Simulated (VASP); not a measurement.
**Hf: single point with r2SCAN**

Hf:

```
Hf
1.0
    -1.76815    1.76815    1.76815
     1.76815   -1.76815    1.76815
     1.76815    1.76815   -1.76815
Hf
1
Direct
  0.00000 0.00000 0.00000
```

This cell differs from its parent crystal: volume scaled by 0.94.

| Property | Result |
| --- | --- |
| Program | VASP 6.6.1 |
| Task | single point |
| Functional | r2SCAN |
| Potentials or basis | VASP PAW PBE potentials, release 64 (Hf_pv) |
| Cutoff | 550 eV |
| k mesh | 10 × 10 × 10 |
| Occupations | fermi-dirac, width 0.05 eV |
| Spin | no spin polarisation |

```json
{
  "Pressure": "-0.1 GPa",
  "Band gap on the k mesh": "zero (band 5 reaches 6.32 eV, above the bottom of band 6 at 3.75 eV)"
}
```

Levels at points of the mesh, in eV from the Fermi level:
```
           k point  band 3  band 4  band 5  band 6  band 7  band 8
(0.00, 0.00, 0.00)  -30.93   -7.43    1.78    1.78    1.78    4.63
(0.50, 0.00, 0.00)  -30.94   -3.51   -0.40    0.90    4.51    5.52
(0.50, 0.50, 0.50)  -31.54   -2.76   -2.76    7.18    7.18    7.18
```

Wall time 33 s on 1 thread of Intel Xeon 6975P-C (shared host), peak memory 0.15 GiB.

Caveat: the PAW data sets were made with another functional, which shifts forces and pressure a little; spin-orbit coupling is left out, which moves the levels of the heavy elements.
